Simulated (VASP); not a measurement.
# TePb (I4mm) in VASP: further runs, part 2 of 3

VASP 6.6.1. Earlier steps stand in the parts before.

## 3. Single point, PBE (all Pb atoms moved +0.312 Å, as atom 2 along Cartesian [0 0 1])

The input, INCAR:

```
PREC = Accurate
ENCUT = 520
EDIFF = 1E-7
ISMEAR = 0
SIGMA = 0.05
LREAL = False
LASPH = True
NELM = 60
ALGO = Normal
ISIF = 2
LWAVE = False
LCHARG = True
GGA = PE
LELF = True
LVHAR = True
NBANDS = 17
```

The input, KPOINTS:

```
regular mesh
0
Gamma
  8 8 8
```

The input, POSCAR:

```
TePb
1.0
    0.0000000000      3.2270000000      3.2270000000
    3.2270000000      0.0000000000      3.2270000000
    3.2270000000      3.2270000000      0.0000000000
Te Pb
1 1
Direct
    0.5000000000      0.5000000000      0.5000000000
    0.0484195848      0.0484195848     -0.0484195848
```

Potentials or basis: VASP PAW PBE potentials, release 64 (Te, Pb_d).

Launch:

```console
$ cat potpaw_PBE.64/Te/POTCAR potpaw_PBE.64/Pb_d/POTCAR > POTCAR
$ mpirun -np 1 vasp_std > vasp.out
```

OUTCAR:

```text
PREC = Accurate
   ENCUT = 520
   EDIFF = 1E-7
   ISMEAR = 0
   LREAL = False
   LASPH = True
   NELM = 60
   ISIF = 2
   GGA = PE

 ion  position               nearest neighbor table
   1  0.500  0.500  0.500-   2 2.91   2 3.24   2 3.24   2 3.24   2 3.24   2 3.54
   2  0.048  0.048  0.952-   1 2.91   1 3.24   1 3.24   1 3.24   1 3.24   1 3.54

  LATTYP: Found a face centered cubic cell.
 ALAT       =     6.4540000000

  Lattice vectors:

 A1 = (   0.0000000000,   3.2270000000,   3.2270000000)
 A2 = (   3.2270000000,   0.0000000000,   3.2270000000)
 A3 = (   3.2270000000,   3.2270000000,   0.0000000000)

Analysis of symmetry for initial positions (statically):
=====================================================================
 Subroutine PRICEL returns:
 Original cell was already a primitive cell.

 Routine SETGRP: Setting up the symmetry group for a
 face centered cubic supercell.

 Subroutine GETGRP returns: Found  8 space group operations
 (whereof  8 operations were pure point group operations)
 out of a pool of 48 trial point group operations.

The static configuration has the point symmetry C_4v.

Analysis of symmetry for dynamics (positions and initial velocities):
=====================================================================
 Subroutine PRICEL returns:
 Original cell was already a primitive cell.

 Routine SETGRP: Setting up the symmetry group for a
 face centered cubic supercell.

 Subroutine GETGRP returns: Found  8 space group operations
 (whereof  8 operations were pure point group operations)
 out of a pool of 48 trial point group operations.

The dynamic configuration has the point symmetry C_4v.

 Subroutine INISYM returns: Found  8 space group operations
 (whereof  8 operations are pure point group operations),
 and found     1 'primitive' translations

----------------------------------------------------------------------------------------

                                     Primitive cell

  volume of cell :      67.2089

  direct lattice vectors                    reciprocal lattice vectors
     0.000000000  3.227000000  3.227000000    -0.154942671  0.154942671  0.154942671
     3.227000000  0.000000000  3.227000000     0.154942671 -0.154942671  0.154942671
     3.227000000  3.227000000  0.000000000     0.154942671  0.154942671 -0.154942671

  length of vectors
     4.563667166  4.563667166  4.563667166     0.268368579  0.268368579  0.268368579

  position of ions in fractional coordinates (direct lattice)
     0.500000000  0.500000000  0.500000000
     0.048419585  0.048419585  0.951580415

  ion indices of the primitive-cell ions
   primitive index   ion index
                 1           1
                 2           2

----------------------------------------------------------------------------------------

 KPOINTS: regular mesh

Automatic generation of k-mesh.
 Grid dimensions read from file:
 generate k-points for:    8    8    8

 Generating k-lattice:

  Cartesian coordinates                     Fractional coordinates (reciprocal lattice)
    -0.019367834  0.019367834  0.019367834     0.125000000  0.000000000  0.000000000
     0.019367834 -0.019367834  0.019367834     0.000000000  0.125000000  0.000000000
     0.019367834  0.019367834 -0.019367834     0.000000000  0.000000000  0.125000000

  Length of vectors
     0.033546072  0.033546072  0.033546072

  Shift w.r.t. Gamma in fractional coordinates (k-lattice)
     0.000000000  0.000000000  0.000000000

 Subroutine IBZKPT returns following result:
 ===========================================

 Found     59 irreducible k-points:

 Following reciprocal coordinates:
            Coordinates               Weight
  0.000000  0.000000  0.000000      1.000000
  0.125000  0.000000  0.000000      8.000000
  0.250000  0.000000  0.000000      8.000000
  0.375000  0.000000  0.000000      8.000000
  0.500000  0.000000  0.000000      4.000000
  0.125000  0.125000  0.000000      2.000000
[... 16 lines left out ...]
  0.000000  0.375000  0.250000     16.000000
  0.500000  0.250000  0.000000      8.000000
 [... further k-points ...]
   k-points           NKPTS =     59   k-points in BZ     NKDIM =     59   number of bands    NBANDS=     17
   number of dos      NEDOS =    301   number of ions     NIONS =      2
   total plane-waves  NPLWV =  46656
   dimension x,y,z NGX =    36 NGY =   36 NGZ =   36
   dimension x,y,z NGXF=    72 NGYF=   72 NGZF=   72
   ions per type =               1   1
   NGX,Y,Z   is equivalent  to a cutoff of  13.11, 13.11, 13.11 a.u.
   NGXF,Y,Z  is equivalent  to a cutoff of  26.23, 26.23, 26.23 a.u.
 SYSTEM =  unknown system
   PREC   = accura    normal or accurate (medium, high low for compatibility)
   ISTART =      0    job   : 0-new  1-cont  2-samecut
   ICHARG =      2    charge: 1-file 2-atom 10-const
   ISPIN  =      1    spin polarized calculation?
   LNONCOLLINEAR =      F non collinear calculations
   LSORBIT =      F    spin-orbit coupling
   LASPH  =      T    aspherical Exc in radial PAW
   ENCUT  =  520.0 eV  38.22 Ry    6.18 a.u.   8.49  8.49  8.49*2*pi/ulx,y,z
   NELM   =     60;   NELMIN=  2; NELMDL= -5     # of ELM steps
   EDIFF  = 0.1E-06   stopping-criterion for ELM
   LREAL  =      F    real-space projection
   EDIFFG = 0.1E-05   stopping-criterion for IOM
   NSW    =      0    number of steps for IOM
   IBRION =     -1    ionic relax: 0-MD 1-quasi-New 2-CG
   NFREE  =      0    steps in history (QN), initial steepest desc. (CG)
   ISIF   =      2    stress and relaxation
   ISYM   =      2    0-nonsym 1-usesym 2-fastsym
   POTIM  = 0.5000    time-step for ionic-motion
   TEBEG  =    0.0;   TEEND  =   0.0 temperature during run
   PSTRESS=    0.0 pullay stress
   NELECT =      20.0000    total number of electrons
   NUPDOWN=      -1.0000    fix difference up-down
   EMIN   =  10.00;   EMAX   =-10.00  energy-range for DOS
   EFERMI =   0.00;   METHOD = LEGACY
   ISMEAR =     0;   SIGMA  =   0.05  broadening in eV -4-tet -1-fermi 0-gaus
   EFERMI_NEDOS =   21; number of points for ismear=-14 and -15
   IALGO  =     38    algorithm
   IMIX   =      4    mixing-type and parameters
     AMIX     =   0.40;   BMIX     =  1.00
     AMIX_MAG =   1.60;   BMIX_MAG =  1.00
  volume/ion in A,a.u.               =      33.60       226.77
  Fermi-wavevector in a.u.,A,eV,Ry     =   1.092972  2.065418 16.253366  1.194589
  Thomas-Fermi vector in A             =   2.229249
   LORBIT       =      0    0 simple, 1 ext, 2 COOP (PROOUT), +10 PAW based schemes
   GGA     = PE    functional components
   LHFCALC =     F    Hartree Fock is set to
   AEXX    =    0.0000 exact exchange contribution
   IVDW    =     0    specifies the selected vdW correction
   LEPSILON=     F    determine dielectric tensor
   LRPA    =     F    only Hartree local field effects (RPA)
 non-spin polarized calculation
 Gauss-broadening in eV      SIGMA  =   0.05
  energy-cutoff  :      520.00
  volume of cell :       67.21
 maximum number of plane-waves:      1837
 NGX is ok and might be reduce to    36
   NGX = 17   NGY = 17   NGZ = 17

 number of electron      19.9999997 magnetization

 Free energy of the ion-electron system (eV)
  ---------------------------------------------------
  ext. energy  EPLUGINS =         0.00000000
  ---------------------------------------------------
  free energy    TOTEN  =        -7.43041031 eV

  energy without entropy =       -7.43041031  energy(sigma->0) =       -7.43041031

 E-fermi :   5.8196     XC(G=0):  -9.2973

 val. band max:        5.5510359581   @ k =  -0.2500   0.1250   0.0000
 cond. band min:       6.6437213233   @ k =   0.5000   0.0000   0.0000
 fundamental gap:      1.0926853652
 Fermi energy:         5.8195625657

 k-point     1 :       0.0000    0.0000    0.0000
  band No.  band energies     occupation
      1     -11.0140      2.00000
      2     -11.0075      2.00000
      3     -10.9996      2.00000
      4     -10.9883      2.00000
      5     -10.9883      2.00000
      6      -6.4754      2.00000
[... 9 lines left out ...]
     16      11.8728      0.00000
     17      13.0009      0.00000

 k-point     2 :       0.1250    0.0000    0.0000
  band No.  band energies     occupation
      1     -11.0166      2.00000
      2     -11.0092      2.00000
      3     -10.9981      2.00000
      4     -10.9870      2.00000
      5     -10.9860      2.00000
      6      -6.3418      2.00000
[... 9 lines left out ...]
     16      11.9368      0.00000
     17      14.0130      0.00000
[... 421 lines left out ...]
 k-point    24 :       0.5000    0.2500    0.0000
  band No.  band energies     occupation
      1     -11.0583      2.00000
      2     -11.0079      2.00000
      3     -10.9998      2.00000
      4     -10.9704      2.00000
      5     -10.9661      2.00000
      6      -4.9046      2.00000
[... 9 lines left out ...]
     16      15.3010      0.00000
     17      16.1348      0.00000

 [... further k-points ...]
[... 5 lines left out ...]
  --------------------------------------------------------------------------------------
  -------------------------------------------------------------------------------------
  Total        0.9166068      0.9166068      2.6278964      0.0000000     -0.0000000      0.0000000
  in kB       21.8507700     21.8507700     62.6457957      0.0000000     -0.0000000      0.0000000
  external PRESSURE =      35.4491119 kB  Pullay stress =       0.0000000 kB

 VOLUME and BASIS-vectors are now :
 -----------------------------------------------------------------------------
  energy-cutoff  :      520.00
  volume of cell :       67.21
      direct lattice vectors                 reciprocal lattice vectors
     0.000000000  3.227000000  3.227000000    -0.154942671  0.154942671  0.154942671
     3.227000000  0.000000000  3.227000000     0.154942671 -0.154942671  0.154942671
     3.227000000  3.227000000  0.000000000     0.154942671  0.154942671 -0.154942671

 POSITION                                       TOTAL-FORCE (eV/Angst)
 -----------------------------------------------------------------------------------
      3.22700      3.22700      3.22700         0.000000      0.000000      0.635866
      3.22700      3.22700      0.31250         0.000000      0.000000     -0.635866
 -----------------------------------------------------------------------------------
    total drift:                               -0.000000     -0.000000      0.000295

  FREE ENERGIE OF THE ION-ELECTRON SYSTEM (eV)
  ---------------------------------------------------
  free  energy   TOTEN  =        -7.4304103057 eV

  energy  without entropy=       -7.4304103057  energy(sigma->0) =       -7.43041031
```

OSZICAR:

```text
N       E                     dE             d eps       ncg     rms          rms(c)
DAV:   1     0.144954783384E+03    0.14495E+03   -0.86206E+03  2006   0.117E+03
DAV:   2     0.295236654396E+01   -0.14200E+03   -0.13802E+03  2079   0.290E+02
DAV:   3    -0.725759865613E+01   -0.10210E+02   -0.10149E+02  2672   0.831E+01
DAV:   4    -0.752416333913E+01   -0.26656E+00   -0.26643E+00  2511   0.150E+01
DAV:   5    -0.753516664225E+01   -0.11003E-01   -0.11003E-01  3007   0.282E+00    0.373E+00
DAV:   6    -0.743167540951E+01    0.10349E+00   -0.22774E-01  2881   0.344E+00    0.233E+00
DAV:   7    -0.742896101043E+01    0.27144E-02   -0.78384E-02  2483   0.141E+00    0.931E-01
DAV:   8    -0.743032042723E+01   -0.13594E-02   -0.90036E-03  2511   0.892E-01    0.176E-01
DAV:   9    -0.743037539234E+01   -0.54965E-04   -0.87838E-04  3081   0.299E-01    0.570E-02
DAV:  10    -0.743040205962E+01   -0.26667E-04   -0.12566E-04  2379   0.854E-02    0.215E-02
DAV:  11    -0.743041095702E+01   -0.88974E-05   -0.32193E-05  2653   0.437E-02    0.177E-02
DAV:  12    -0.743041052872E+01    0.42830E-06   -0.21693E-06  2339   0.844E-03    0.810E-03
DAV:  13    -0.743041009898E+01    0.42974E-06   -0.81235E-07  2293   0.533E-03    0.275E-03
DAV:  14    -0.743041025967E+01   -0.16069E-06   -0.47317E-08  1683   0.222E-03    0.630E-04
DAV:  15    -0.743041030566E+01   -0.45985E-07   -0.20783E-08  1203   0.950E-04
   1 F= -.74304103E+01 E0= -.74304103E+01  d E =-.131228E-15
```

Run time: 31 s. Hardware: 1 thread of Intel Xeon Platinum 8559C (Emerald Rapids), shared host; peak memory 0.24 GiB.

Results:

| Quantity | Value |
| --- | --- |
| Free energy | -7.4304 eV |
| Pressure | 3.5 GPa |
| Largest force | 0.636 eV/Å |
| Band gap on the k mesh | 1.09 eV, indirect (least direct gap 1.16 eV) |

Forces in eV/Å, atoms in the order of the input:
```
Te   0.000  0.000  0.636
Pb   0.000  0.000 -0.636
```

Stress tensor (GPa, compression positive):
```
2.19 0.00 0.00
0.00 2.19 0.00
0.00 0.00 6.26
```

Levels at points of the mesh, in eV from the valence-band top:
```tsv
k point	band 6	band 7	band 8	band 9	band 10	band 11	band 12	band 13	band 14	band 15
(0.00, 0.00, 0.00)	-12.03	-5.38	-1.40	-1.17	-1.17	3.75	3.75	4.39	5.92	6.32
(0.50, 0.00, 0.00)	-10.63	-8.38	-1.15	-0.85	-0.06	1.09	1.47	1.87	8.23	9.33
(0.50, 0.50, 0.00)	-10.21	-7.58	-4.03	-2.72	-2.72	3.40	5.66	5.66	7.08	10.17
(0.00, 0.50, 0.50)	-10.38	-7.12	-4.41	-2.68	-2.61	2.90	5.87	6.05	6.82	10.13
```

Caveat: the cell differs from its parent crystal (all Pb atoms moved +0.312 Å, as atom 2 along Cartesian [0 0 1]); spin-orbit coupling is left out, which moves the levels of the heavy elements. A k mesh can miss the band edges.

[end of part 2 of 3]
